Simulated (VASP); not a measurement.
# SiO2 (I4_122) in VASP: a series of runs, part 3 of 3

VASP 6.6.1. Earlier steps stand in the parts before.

## (5) Single point, PBE

This run uses another cell than the first one, of 15.20 Å³/atom, 1.029 times its volume.

Contents of INCAR:

```
ALGO     = Normal         # electronic algorithm
EDIFF    = 1E-6           # SCF threshold, eV
ENCUT    = 520            # plane-wave cutoff, eV
GGA      = PE             # functional
ISIF     = 2              # what is computed and relaxed
ISMEAR   = -1             # smearing method
LASPH    = True           # aspherical terms in the spheres
LCHARG   = False          # write CHGCAR
LREAL    = False          # projectors in reciprocal space
LWAVE    = False          # write WAVECAR
NBANDS   = 44             # bands
NELM     = 80             # most SCF steps
PREC     = Accurate       # precision mode
SIGMA    = 0.05           # smearing width, eV
```

Contents of KPOINTS:

```
k-points
0
Gamma
  5 5 5
```

Contents of POSCAR:

```
SiO2
1.0
   -2.8378980000      2.8378980000      5.6602100000
    2.8378980000     -2.8378980000      5.6602100000
    2.8378980000      2.8378980000     -5.6602100000
Si O
4 8
Direct
    0.8750000000      0.2636180000      0.8886180000
    0.0136180000      0.6250000000      0.8886180000
    0.7363820000      0.1250000000      0.1113820000
    0.3750000000      0.9863820000      0.1113820000
    0.6337270000      0.1337270000      0.5000000000
    0.4678770000      0.9678770000      0.9357540000
    0.0321230000      0.5321230000      0.0642460000
    0.1162730000      0.1162730000      0.0000000000
    0.8837270000      0.8837270000      0.0000000000
    0.8662730000      0.3662730000      0.5000000000
    0.2821230000      0.7178770000      0.0000000000
    0.7178770000      0.2821230000      0.0000000000
```

Potentials or basis: VASP PAW PBE potentials, release 64 (Si, O).

Started as:

```bash
cat potpaw_PBE.64/Si/POTCAR potpaw_PBE.64/O/POTCAR > POTCAR
mpirun -np 1 vasp_std > vasp.out
```

OUTCAR:

```text
EDIFF = 1E-6
   ENCUT = 520
   GGA = PE
   ISIF = 2
   ISMEAR = -1
   LASPH = True
   LREAL = False
   NELM = 80
   PREC = Accurate

 ion  position               nearest neighbor table
   1  0.875  0.264  0.889-   8 1.63   5 1.63   7 1.64  12 1.64   2 2.97   3 2.97
   2  0.014  0.625  0.889-   9 1.63  10 1.63   7 1.64  11 1.64   1 2.97   4 2.97
   3  0.736  0.125  0.111-   9 1.63  10 1.63   6 1.64  12 1.64   1 2.97   4 2.97
   4  0.375  0.986  0.111-   5 1.63   8 1.63   6 1.64  11 1.64   3 2.97   2 2.97
   5  0.634  0.134  0.500-   1 1.63   4 1.63
   6  0.468  0.968  0.936-   4 1.64   3 1.64
   7  0.032  0.532  0.064-   2 1.64   1 1.64
   8  0.116  0.116  0.000-   1 1.63   4 1.63
   9  0.884  0.884  0.000-   3 1.63   2 1.63
  10  0.866  0.366  0.500-   2 1.63   3 1.63
  11  0.282  0.718  0.000-   2 1.64   4 1.64
  12  0.718  0.282  0.000-   1 1.64   3 1.64

  LATTYP: Found a body centered tetragonal cell.
 ALAT       =     5.6757960000
 C/A-ratio  =     1.9945079069

  Lattice vectors:

 A1 = (  -2.8378980000,   2.8378980000,   5.6602100000)
 A2 = (   2.8378980000,  -2.8378980000,   5.6602100000)
 A3 = (   2.8378980000,   2.8378980000,  -5.6602100000)

Analysis of symmetry for initial positions (statically):
=====================================================================
 Subroutine PRICEL returns:
 Original cell was already a primitive cell.

 Routine SETGRP: Setting up the symmetry group for a
 body centered tetragonal supercell.

 Subroutine GETGRP returns: Found  8 space group operations
 (whereof  4 operations were pure point group operations)
 out of a pool of 16 trial point group operations.

The static configuration has the point symmetry D_2 .
 The point group associated with its full space group is D_4 .

Analysis of symmetry for dynamics (positions and initial velocities):
=====================================================================
 Subroutine PRICEL returns:
 Original cell was already a primitive cell.

 Routine SETGRP: Setting up the symmetry group for a
 body centered tetragonal supercell.

 Subroutine GETGRP returns: Found  8 space group operations
 (whereof  4 operations were pure point group operations)
 out of a pool of 16 trial point group operations.

The dynamic configuration has the point symmetry D_2 .
 The point group associated with its full space group is D_4 .

 Subroutine INISYM returns: Found  8 space group operations
 (whereof  4 operations are pure point group operations),
 and found     1 'primitive' translations

----------------------------------------------------------------------------------------

                                     Primitive cell

  volume of cell :     182.3417

  direct lattice vectors                    reciprocal lattice vectors
    -2.837898000  2.837898000  5.660210000     0.000000000  0.176186741  0.088335945
[... 66 lines left out ...]
  0.200000  0.200000  0.000000      8.000000
  0.400000  0.200000  0.000000     16.000000
 -0.400000  0.200000  0.000000     16.000000
[... 10 lines left out ...]
 -0.400000  0.400000  0.400000      4.000000
 -0.400000 -0.400000  0.400000      2.000000
   k-points           NKPTS =     18   k-points in BZ     NKDIM =     18   number of bands    NBANDS=     44
   number of dos      NEDOS =    301   number of ions     NIONS =     12
   total plane-waves  NPLWV = 157464
   dimension x,y,z NGX =    54 NGY =   54 NGZ =   54
   dimension x,y,z NGXF=   108 NGYF=  108 NGZF=  108
   ions per type =               4   8
   NGX,Y,Z   is equivalent  to a cutoff of  12.94, 12.94, 12.94 a.u.
   NGXF,Y,Z  is equivalent  to a cutoff of  25.88, 25.88, 25.88 a.u.
 SYSTEM =  unknown system
   PREC   = accura    normal or accurate (medium, high low for compatibility)
   ISTART =      0    job   : 0-new  1-cont  2-samecut
   ICHARG =      2    charge: 1-file 2-atom 10-const
   ISPIN  =      1    spin polarized calculation?
   LNONCOLLINEAR =      F non collinear calculations
   LSORBIT =      F    spin-orbit coupling
   LASPH  =      T    aspherical Exc in radial PAW
   ENCUT  =  520.0 eV  38.22 Ry    6.18 a.u.  12.90 12.90 12.90*2*pi/ulx,y,z
   NELM   =     80;   NELMIN=  2; NELMDL= -5     # of ELM steps
   EDIFF  = 0.1E-05   stopping-criterion for ELM
   LREAL  =      F    real-space projection
   EDIFFG = 0.1E-04   stopping-criterion for IOM
   NSW    =      0    number of steps for IOM
   IBRION =     -1    ionic relax: 0-MD 1-quasi-New 2-CG
   NFREE  =      0    steps in history (QN), initial steepest desc. (CG)
   ISIF   =      2    stress and relaxation
   ISYM   =      2    0-nonsym 1-usesym 2-fastsym
   POTIM  = 0.5000    time-step for ionic-motion
   TEBEG  =    0.0;   TEEND  =   0.0 temperature during run
   PSTRESS=    0.0 pullay stress
   NELECT =      64.0000    total number of electrons
   NUPDOWN=      -1.0000    fix difference up-down
   EMIN   =  10.00;   EMAX   =-10.00  energy-range for DOS
   EFERMI =   0.00;   METHOD = LEGACY
   ISMEAR =    -1;   SIGMA  =   0.05  broadening in eV -4-tet -1-fermi 0-gaus
   EFERMI_NEDOS =   21; number of points for ismear=-14 and -15
   IALGO  =     38    algorithm
   IMIX   =      4    mixing-type and parameters
     AMIX     =   0.40;   BMIX     =  1.00
     AMIX_MAG =   1.60;   BMIX_MAG =  1.00
  volume/ion in A,a.u.               =      15.20       102.54
  Fermi-wavevector in a.u.,A,eV,Ry     =   1.154798  2.182252 18.144172  1.333559
  Thomas-Fermi vector in A             =   2.291432
   LORBIT       =      0    0 simple, 1 ext, 2 COOP (PROOUT), +10 PAW based schemes
   GGA     = PE    functional components
   LHFCALC =     F    Hartree Fock is set to
   AEXX    =    0.0000 exact exchange contribution
   IVDW    =     0    specifies the selected vdW correction
   LEPSILON=     F    determine dielectric tensor
   LRPA    =     F    only Hartree local field effects (RPA)
 non-spin polarized calculation
  energy-cutoff  :      520.00
  volume of cell :      182.34
 maximum number of plane-waves:      4937
 NGX is ok and might be reduce to    54
   NGX = 25   NGY = 25   NGZ = 25

 number of electron      63.9999978 magnetization

 Free energy of the ion-electron system (eV)
  ---------------------------------------------------
  ext. energy  EPLUGINS =         0.00000000
  ---------------------------------------------------
  free energy    TOTEN  =       -93.19198579 eV

  energy without entropy =      -93.19198579  energy(sigma->0) =      -93.19198579

 E-fermi :   1.1889     XC(G=0):  -8.1131

 val. band max:        0.0782449404   @ k =   0.0000   0.0000   0.0000
 cond. band min:       4.9154899351   @ k =   0.0000   0.0000   0.0000
 fundamental gap:      4.8372449947
 Fermi energy:         1.1888523316

 k-point     1 :       0.0000    0.0000    0.0000
  band No.  band energies     occupation
      1     -19.5785      2.00000
      2     -18.2841      2.00000
      3     -18.0603      2.00000
      4     -18.0603      2.00000
      5     -17.7803      2.00000
      6     -17.6485      2.00000
[... 835 lines left out ...]
     43      10.5591      0.00000
     44      11.3940      0.00000

------------------------ aborting loop because EDIFF is reached ----------------------------------------

  FORCE on cell =-STRESS in cart. coord.  units (eV):
  Direction    XX          YY          ZZ          XY          YZ          ZX
  --------------------------------------------------------------------------------------
  -------------------------------------------------------------------------------------
  Total        0.0976107      0.0976107      0.0513080      0.0000000      0.0000000      0.0000000
  in kB        0.8576732      0.8576732      0.4508264      0.0000000      0.0000000      0.0000000
  external PRESSURE =       0.7220576 kB  Pullay stress =       0.0000000 kB

 VOLUME and BASIS-vectors are now :
 -----------------------------------------------------------------------------
  energy-cutoff  :      520.00
  volume of cell :      182.34
      direct lattice vectors                 reciprocal lattice vectors
    -2.837898000  2.837898000  5.660210000     0.000000000  0.176186741  0.088335945
     2.837898000 -2.837898000  5.660210000     0.176186741  0.000000000  0.088335945
     2.837898000  2.837898000 -5.660210000     0.176186741  0.176186741  0.000000000

 POSITION                                       TOTAL-FORCE (eV/Angst)
 -----------------------------------------------------------------------------------
      0.78677      4.25685      1.41505         0.010387     -0.000000     -0.000000
      4.25685      0.78677     -1.41505         0.000000      0.010387     -0.000000
     -1.41895      2.05113      4.24516         0.000000     -0.010387     -0.000000
      2.05113     -1.41895      7.07526        -0.010387      0.000000     -0.000000
      0.00000      2.83790      1.51385         0.000000     -0.000000      0.002142
      4.07452      1.23663      2.83011         0.002270      0.002270      0.000000
      1.60127     -1.23663      2.83010        -0.002270     -0.002270     -0.000000
      0.00000      0.00000      1.31626         0.000000     -0.000000     -0.002142
      0.00000      0.00000     10.00416         0.000000     -0.000000      0.002142
      0.00000      2.83790      4.14636         0.000000     -0.000000     -0.002142
      1.23663     -1.23663      5.66021         0.002270     -0.002270     -0.000000
     -1.23663      1.23663      5.66021        -0.002270      0.002270      0.000000
 -----------------------------------------------------------------------------------
    total drift:                                0.000000     -0.000000      0.000000

  FREE ENERGIE OF THE ION-ELECTRON SYSTEM (eV)
  ---------------------------------------------------
  free  energy   TOTEN  =       -93.1919857931 eV

  energy  without entropy=      -93.1919857931  energy(sigma->0) =      -93.19198579
```

Run time: 2.5 min. Hardware: 1 thread of AMD EPYC 7R13 (Zen 3), shared host; peak memory 0.4 GiB.

Results:

```
Free energy            : -93.1920 eV
Pressure               : 0.1 GPa
Largest force          : 0.010 eV/Å
Band gap on the k mesh : 4.84 eV, direct
```

Forces in eV/Å, atoms in the order of the input:
```
Si   0.010  0.000  0.000
Si   0.000  0.010  0.000
Si   0.000 -0.010  0.000
Si  -0.010  0.000  0.000
O    0.000  0.000  0.002
O    0.002  0.002  0.000
O   -0.002 -0.002  0.000
O    0.000  0.000 -0.002
O    0.000  0.000  0.002
O    0.000  0.000 -0.002
O    0.002 -0.002  0.000
O   -0.002  0.002  0.000
```

Levels at points of the mesh, in eV from the valence-band top:
```
           k point  band 28  band 29  band 30  band 31  band 32  band 33  band 34  band 35  band 36  band 37
(0.00, 0.00, 0.00)    -1.47    -0.67    -0.67    -0.24     0.00     4.84     7.25     7.28     8.87     8.87
```

A k mesh can miss the band edges.

## (6) Overview

| level | cell | k mesh | gap on the mesh (eV) | pressure (GPa) | largest force (eV/Å) |
| --- | --- | --- | --- | --- | --- |
| BLYP+D3(BJ) | a = 6.904 Å, angles 132.2, 132.2, 69.9°, 12 atoms | 7 × 7 × 7 | 4.86 | 0.7 | 0.07 |
| r2SCAN+D3(BJ) | a = 6.861 Å, angles 132.0, 132.0, 70.3°, 12 atoms | 7 × 7 × 7 | 5.58 | 0.2 | 0.01 |
| BLYP | a = 6.973 Å, angles 131.7, 131.7, 70.7°, 12 atoms | 7 × 7 × 7 | 4.84 | 0.7 | 0.06 |
| PBE | a = 6.939 Å, angles 131.7, 131.7, 70.7°, 12 atoms | 5 × 5 × 5 | 4.84 | 0.1 | 0.01 |

Alike in all rows: task single point; potentials or basis VASP PAW PBE potentials, release 64 (Si, O); no spin polarisation; cutoff (eV) 520; smearing fermi-dirac 0.05 eV.

Caveats: the PAW data sets were made with another functional, which shifts forces and pressure a little (some runs).

Absolute energies hang on the potentials; compare differences alone.
